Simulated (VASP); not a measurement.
# Al2Cu in VASP: further runs, part 2 of 2

VASP 6.6.1. Earlier steps stand in the parts before.

## Step 3: Single point, r2SCAN

This run uses another cell than the first one, of 16.24 Å³/atom, 1.022 times its volume.

File POSCAR:

```
Al2Cu
1.0
    4.1051820000      0.0000000000      0.0000000000
    0.0000000000      4.1051820000      0.0000000000
    0.0000000000      0.0000000000      2.8913130000
Al Cu
2 1
Direct
    0.5000000000      0.0000000000      0.5000000000
    0.0000000000      0.5000000000      0.5000000000
    0.0000000000      0.0000000000      0.0000000000
```

File INCAR.step1:

```
ALGO = Normal
EDIFF = 1E-4
ENCUT = 520
GGA = PE
ISMEAR = 0
LASPH = T
LCHARG = F
LREAL = F
LWAVE = T
NBANDS = 16
NELM = 60
PREC = Accurate
SIGMA = 0.1
```

File INCAR.step2:

```
ALGO = Normal
EDIFF = 1E-7
ENCUT = 520
ISIF = 2
ISMEAR = 0
ISTART = 1
LASPH = T
LCHARG = F
LMIXTAU = T
LREAL = F
LWAVE = F
METAGGA = R2SCAN
NBANDS = 16
NELM = 60
PREC = Accurate
SIGMA = 0.1
```

File KPOINTS:

```
k-points
0
Gamma
  8 8 10
```

Potentials or basis: VASP PAW PBE potentials, release 64 (Al, Cu).

Launch:

```
cat potpaw_PBE.64/Al/POTCAR potpaw_PBE.64/Cu/POTCAR > POTCAR
cp INCAR.step1 INCAR
mpirun -np 1 vasp_std > vasp.out
cp INCAR.step2 INCAR
mpirun -np 1 vasp_std > vasp.out
```

OUTCAR:

```text
EDIFF = 1E-7
   ENCUT = 520
   ISIF = 2
   ISMEAR = 0
   ISTART = 1
   LASPH = T
   LREAL = F
   METAGGA = R2SCAN
   NELM = 60
   PREC = Accurate

 ion  position               nearest neighbor table
   1  0.500  0.000  0.500-   3 2.51   3 2.51   3 2.51   3 2.51   2 2.90   2 2.90   2 2.90   2 2.90

   2  0.000  0.500  0.500-   3 2.51   3 2.51   3 2.51   3 2.51   1 2.90   1 2.90   1 2.90   1 2.90

   3  0.000  0.000  0.000-   1 2.51   2 2.51   1 2.51   2 2.51   2 2.51   2 2.51   1 2.51   1 2.51

  LATTYP: Found a simple tetragonal cell.
 ALAT       =     4.1051820000
 C/A-ratio  =     0.7043081159

  Lattice vectors:

 A1 = (   4.1051820000,   0.0000000000,   0.0000000000)
 A2 = (   0.0000000000,   4.1051820000,   0.0000000000)
 A3 = (   0.0000000000,   0.0000000000,   2.8913130000)

Analysis of symmetry for initial positions (statically):
=====================================================================
 Subroutine PRICEL returns:
 Original cell was already a primitive cell.

 Routine SETGRP: Setting up the symmetry group for a
 simple tetragonal supercell.

 Subroutine GETGRP returns: Found 16 space group operations
 (whereof 16 operations were pure point group operations)
 out of a pool of 16 trial point group operations.

The static configuration has the point symmetry D_4h.

Analysis of symmetry for dynamics (positions and initial velocities):
=====================================================================
 Subroutine PRICEL returns:
 Original cell was already a primitive cell.

 Routine SETGRP: Setting up the symmetry group for a
 simple tetragonal supercell.

 Subroutine GETGRP returns: Found 16 space group operations
 (whereof 16 operations were pure point group operations)
 out of a pool of 16 trial point group operations.

The dynamic configuration has the point symmetry D_4h.

 Subroutine INISYM returns: Found 16 space group operations
 (whereof 16 operations are pure point group operations),
[... 112 lines left out ...]
   EFERMI =   0.00;   METHOD = LEGACY
   ISMEAR =     0;   SIGMA  =   0.10  broadening in eV -4-tet -1-fermi 0-gaus
   EFERMI_NEDOS =   21; number of points for ismear=-14 and -15
   IALGO  =     38    algorithm
   IMIX   =      4    mixing-type and parameters
     AMIX     =   0.40;   BMIX     =  1.00
     AMIX_MAG =   1.60;   BMIX_MAG =  1.00
  volume/ion in A,a.u.               =      16.24       109.61
  Fermi-wavevector in a.u.,A,eV,Ry     =   1.152492  2.177894 18.071765  1.328237
  Thomas-Fermi vector in A             =   2.289142
   LORBIT       =      0    0 simple, 1 ext, 2 COOP (PROOUT), +10 PAW based schemes
   METAGGA = R2SCAN    functional components
   LHFCALC =     F    Hartree Fock is set to
   AEXX    =    0.0000 exact exchange contribution
   IVDW    =     0    specifies the selected vdW correction
   LEPSILON=     F    determine dielectric tensor
   LRPA    =     F    only Hartree local field effects (RPA)
 non-spin polarized calculation
 Gauss-broadening in eV      SIGMA  =   0.10
  energy-cutoff  :      520.00
  volume of cell :       48.73
 maximum number of plane-waves:      1339
 NGX is ok and might be reduce to    32
   NGX = 15   NGY = 15   NGZ = 11

 number of electron      16.9999979 magnetization

 Free energy of the ion-electron system (eV)
  ---------------------------------------------------
  ext. energy  EPLUGINS =         0.00000000
  ---------------------------------------------------
  free energy    TOTEN  =       -24.39515173 eV

  energy without entropy =      -24.38948719  energy(sigma->0) =      -24.39231946

 E-fermi :   6.9785     XC(G=0): -11.1150

 val. band max:        6.9133061965   @ k =   0.1250   0.0000   0.3000
 cond. band min:       6.9843591480   @ k =   0.3750   0.1250   0.3000
 fundamental gap:      0.0710529515
 Fermi energy:         6.9785152177

 k-point     1 :       0.0000    0.0000    0.0000
  band No.  band energies     occupation
      1      -4.0029      2.00000
      2       1.5062      2.00000
      3       2.0192      2.00000
      4       2.6691      2.00000
      5       2.9076      2.00000
      6       2.9076      2.00000
[... 433 lines left out ...]
      3       1.9806      2.00000
      4       2.4150      2.00000
      5       2.6450      2.00000
      6       2.7634      2.00000
[... 8 lines left out ...]
     15      17.5584      0.00000
     16      19.6555      0.00000

 [... further k-points ...]
[... 5 lines left out ...]
  --------------------------------------------------------------------------------------
  -------------------------------------------------------------------------------------
  Total       -0.7137245     -0.7137245     -0.5621112      0.0000000     -0.0000000      0.0000000
  in kB      -23.4682788    -23.4682788    -18.4830178      0.0000000     -0.0000000      0.0000000
  external PRESSURE =     -21.8065251 kB  Pullay stress =       0.0000000 kB

 VOLUME and BASIS-vectors are now :
 -----------------------------------------------------------------------------
  energy-cutoff  :      520.00
  volume of cell :       48.73
      direct lattice vectors                 reciprocal lattice vectors
     4.105182000  0.000000000  0.000000000     0.243594559  0.000000000  0.000000000
     0.000000000  4.105182000  0.000000000     0.000000000  0.243594559  0.000000000
     0.000000000  0.000000000  2.891313000     0.000000000  0.000000000  0.345863627

 POSITION                                       TOTAL-FORCE (eV/Angst)
 -----------------------------------------------------------------------------------
      2.05259      0.00000      1.44566         0.000000      0.000000      0.000000
      0.00000      2.05259      1.44566         0.000000      0.000000      0.000000
      0.00000      0.00000      0.00000         0.000000      0.000000      0.000000
 -----------------------------------------------------------------------------------
    total drift:                                0.000000     -0.000000      0.000000

  FREE ENERGIE OF THE ION-ELECTRON SYSTEM (eV)
  ---------------------------------------------------
  free  energy   TOTEN  =       -24.3951517319 eV

  energy  without entropy=      -24.3894871919  energy(sigma->0) =      -24.39231946
```

OUTCAR.step1:

```text
EDIFF = 1E-4
   ENCUT = 520
   GGA = PE
   ISMEAR = 0
[... 685 lines left out ...]
      2.05259      0.00000      1.44566         0.000000      0.000000      0.000000
      0.00000      2.05259      1.44566         0.000000      0.000000      0.000000
      0.00000      0.00000      0.00000         0.000000      0.000000      0.000000
 -----------------------------------------------------------------------------------
    total drift:                               -0.000000     -0.000000      0.000000

  FREE ENERGIE OF THE ION-ELECTRON SYSTEM (eV)
  ---------------------------------------------------
  free  energy   TOTEN  =       -11.2818840676 eV

  energy  without entropy=      -11.2751835220  energy(sigma->0) =      -11.27853379
```

Wall time 2.9 min (1 thread of Intel Xeon 6975P-C, shared host); peak memory 0.22 GiB.

What came out:

```yaml
Free_energy: -24.3952 eV
Pressure: -2.2 GPa
```

Levels at points of the mesh, in eV from the Fermi level:
```tsv
k point	band 5	band 6	band 7	band 8	band 9	band 10	band 11	band 12	band 13	band 14
(0.00, 0.00, 0.00)	-4.07	-4.07	-2.45	-2.45	0.17	1.16	6.49	6.76	6.76	7.42
(0.50, 0.00, 0.00)	-4.35	-4.10	-4.07	-1.06	1.74	2.07	2.25	7.95	9.03	9.95
(0.50, 0.50, 0.00)	-4.39	-4.25	-4.10	-4.10	-2.43	9.06	9.06	9.91	10.63	10.96
(0.00, 0.00, 0.50)	-4.83	-4.12	-3.03	2.75	2.75	2.75	2.97	2.97	3.40	4.45
(0.50, 0.00, 0.50)	-4.21	-4.16	-3.13	-2.48	-1.66	4.00	4.27	4.65	5.62	6.50
(0.50, 0.50, 0.50)	-3.96	-3.60	-2.32	-2.32	-0.90	-0.76	0.17	0.17	2.82	12.61
```

Caveat: the PAW data sets were made with another functional, which shifts forces and pressure a little.

## Step 4: Single point, r2SCAN

This run uses another cell than the first one, of 16.24 Å³/atom, 1.022 times its volume.

POSCAR is that of step 3.

File INCAR.step1:

```
SYSTEM = Al2Cu
PREC = Accurate ; ENCUT = 520
ISMEAR = 0 ; SIGMA = 0.1
LREAL = .False. ; LASPH = .True.
NELM = 100 ; NBANDS = 16
GGA = PE ; ALGO = Normal
EDIFF = 1E-4 ; LWAVE = .True.
LCHARG = .False.
```

File INCAR.step2:

```
SYSTEM = Al2Cu
PREC = Accurate ; ENCUT = 520
EDIFF = 1E-6 ; ISMEAR = 0
SIGMA = 0.1 ; LREAL = .False.
LASPH = .True. ; NELM = 100
ALGO = Normal ; ISIF = 2
LWAVE = .False. ; LCHARG = .False.
METAGGA = R2SCAN ; LMIXTAU = .True.
NBANDS = 16 ; ISTART = 1
```

File KPOINTS:

```
Automatic mesh
0
Gamma
  8 8 10
  0.5 0.5 0.5
```

Launch:

```
cat potpaw_PBE.64/Al/POTCAR potpaw_PBE.64/Cu/POTCAR > POTCAR
cp INCAR.step1 INCAR
mpirun -np 1 vasp_std > vasp.out
cp INCAR.step2 INCAR
mpirun -np 1 vasp_std > vasp.out
```

It took 82 s on 1 thread of Intel Xeon 6975P-C, shared host; peak memory 0.19 GiB.

Results (log left out):

```
Free energy : -24.4058 eV
Pressure    : -2.3 GPa
```

Stress tensor (GPa, compression positive):
```
-1.17  0.00  0.00
 0.00 -1.17  0.00
 0.00  0.00 -4.63
```

Levels at points of the mesh, in eV from the Fermi level:
```tsv
k point	band 6	band 7	band 8	band 9	band 10	band 11	band 12	band 13
(0.06, 0.06, 0.05)	-4.24	-2.73	-2.69	0.48	1.45	5.09	5.65	6.76
```

Caveat: the PAW data sets were made with another functional, which shifts forces and pressure a little.

## Step 5: Single point, r2SCAN

This run uses another cell than the first one, of 16.24 Å³/atom, 1.022 times its volume.

POSCAR is that of step 4.

Changes to INCAR.step1 since step 4:

```diff
@@ -4,3 +4,3 @@
 LREAL = .False. ; LASPH = .True.
-NELM = 100 ; NBANDS = 16
+NELM = 60 ; NBANDS = 16
 GGA = PE ; ALGO = Normal
```

Changes to INCAR.step2 since step 4:

```diff
@@ -4,3 +4,3 @@
 SIGMA = 0.1 ; LREAL = .False.
-LASPH = .True. ; NELM = 100
+LASPH = .True. ; NELM = 60
 ALGO = Normal ; ISIF = 2
```

File KPOINTS:

```
Automatic mesh
0
Gamma
  8 8 12
  0.5 0.5 0.5
```

Launch:

```
cat potpaw_PBE.64/Al/POTCAR potpaw_PBE.64/Cu/POTCAR > POTCAR
cp INCAR.step1 INCAR
mpirun -np 1 vasp_std > vasp.out
cp INCAR.step2 INCAR
mpirun -np 1 vasp_std > vasp.out
```

Run time: 93 s. Hardware: 1 thread of Intel Xeon 6975P-C, shared host; peak memory 0.2 GiB.

It converged, with:

- Free energy: -24.4074 eV
- Pressure: -2.3 GPa

Stress tensor (GPa, compression positive):
```
-2.09  0.00  0.00
 0.00 -2.09  0.00
 0.00  0.00 -2.79
```

Levels at points of the mesh, in eV from the Fermi level:
```
           k point  band 5  band 6  band 7  band 8  band 9  band 10  band 11  band 12  band 13  band 14
(0.06, 0.06, 0.04)   -4.14   -4.14   -2.67   -2.62    0.57     1.53     5.24     5.88     6.84     8.01
```

Caveat: the PAW data sets were made with another functional, which shifts forces and pressure a little.

## Step 6: Single point, r2SCAN

This run uses another cell than the first one, of 16.24 Å³/atom, 1.022 times its volume.

POSCAR is that of step 5.

File INCAR.step1:

```
SYSTEM = Al2Cu
PREC     = Accurate       ! precision mode
ENCUT    = 520            ! plane-wave cutoff, eV
ISMEAR   = 0              ! smearing method
SIGMA    = 0.1            ! smearing width, eV
LREAL    = .FALSE.        ! projectors in reciprocal space
LASPH    = .TRUE.         ! aspherical terms in the spheres
NELM     = 100            ! most SCF steps
NBANDS   = 16             ! bands
GGA      = PE             ! functional
ALGO     = Normal         ! electronic algorithm
EDIFF    = 1E-4           ! SCF threshold, eV
LWAVE    = .TRUE.         ! write WAVECAR
LCHARG   = .FALSE.        ! write CHGCAR
```

File INCAR.step2:

```
SYSTEM = Al2Cu
PREC     = Accurate       ! precision mode
ENCUT    = 520            ! plane-wave cutoff, eV
EDIFF    = 1E-6           ! SCF threshold, eV
ISMEAR   = 0              ! smearing method
SIGMA    = 0.1            ! smearing width, eV
LREAL    = .FALSE.        ! projectors in reciprocal space
LASPH    = .TRUE.         ! aspherical terms in the spheres
NELM     = 100            ! most SCF steps
ALGO     = Normal         ! electronic algorithm
ISIF     = 2              ! what is computed and relaxed
LWAVE    = .FALSE.        ! write WAVECAR
LCHARG   = .TRUE.         ! write CHGCAR
METAGGA  = R2SCAN         ! meta-GGA
LMIXTAU  = .TRUE.       
LELF     = .TRUE.         ! ELF
LVHAR    = .TRUE.       
NBANDS   = 16             ! bands
ISTART   = 1
```

File KPOINTS:

```
regular mesh
0
G
  10 10 14
  0 0 0
```

Potentials or basis: VASP PAW PBE potentials, release 64 (Al, Cu).

Launch:

```
cat potpaw_PBE.64/Al/POTCAR potpaw_PBE.64/Cu/POTCAR > POTCAR
cp INCAR.step1 INCAR
mpirun -np 1 vasp_std > vasp.out
cp INCAR.step2 INCAR
mpirun -np 1 vasp_std > vasp.out
```

It took 3.5 min on 1 thread of Intel Xeon 6975P-C, shared host; peak memory 0.26 GiB.

Results (log left out):

| Item | Value |
| --- | --- |
| Free energy | -24.4084 eV |
| Pressure | -2.3 GPa |

Stress tensor (GPa, compression positive):
```
-2.00  0.00  0.00
 0.00 -2.00  0.00
 0.00  0.00 -2.97
```

Levels at points of the mesh, in eV from the Fermi level:
```csv
k point,band 7,band 8,band 9,band 10,band 11,band 12
"(0.00, 0.00, 0.00)",-2.52,-2.52,0.10,1.09,6.42,6.68
"(0.50, 0.00, 0.00)",-4.14,-1.13,1.67,1.99,2.18,7.88
"(0.50, 0.50, 0.00)",-4.17,-4.17,-2.50,8.99,8.99,9.83
"(0.00, 0.00, 0.50)",-3.10,2.68,2.68,2.68,2.89,2.89
"(0.50, 0.00, 0.50)",-3.20,-2.56,-1.73,3.93,4.19,4.58
"(0.50, 0.50, 0.50)",-2.40,-2.40,-0.97,-0.83,0.10,0.10
```

Caveat: the PAW data sets were made with another functional, which shifts forces and pressure a little.

## Step 7: Overview

| cell | k mesh | gap on the mesh (eV) | pressure (GPa) |
| --- | --- | --- | --- |
| a = 4.129, b = 4.128, c = 2.798 Å, 3 atoms | 6 × 6 × 8 | none | -0.1 |
| a = 4.105, b = 4.105, c = 2.891 Å, 3 atoms | 8 × 8 × 10 | none | -2.2 |
| a = 4.105, b = 4.105, c = 2.891 Å, 3 atoms | 8 × 8 × 10, shifted | none | -2.3 |
| a = 4.105, b = 4.105, c = 2.891 Å, 3 atoms | 8 × 8 × 12, shifted | none | -2.3 |
| a = 4.105, b = 4.105, c = 2.891 Å, 3 atoms | 10 × 10 × 14 | none | -2.3 |

Alike in all rows: task single point; level r2SCAN; potentials or basis VASP PAW PBE potentials, release 64 (Al, Cu); no spin polarisation; cutoff (eV) 520; smearing gaussian 0.1 eV.

Caveats: the PAW data sets were made with another functional, which shifts forces and pressure a little.

Total energies depend on the potentials used, so only differences within one code and one set of settings carry meaning.
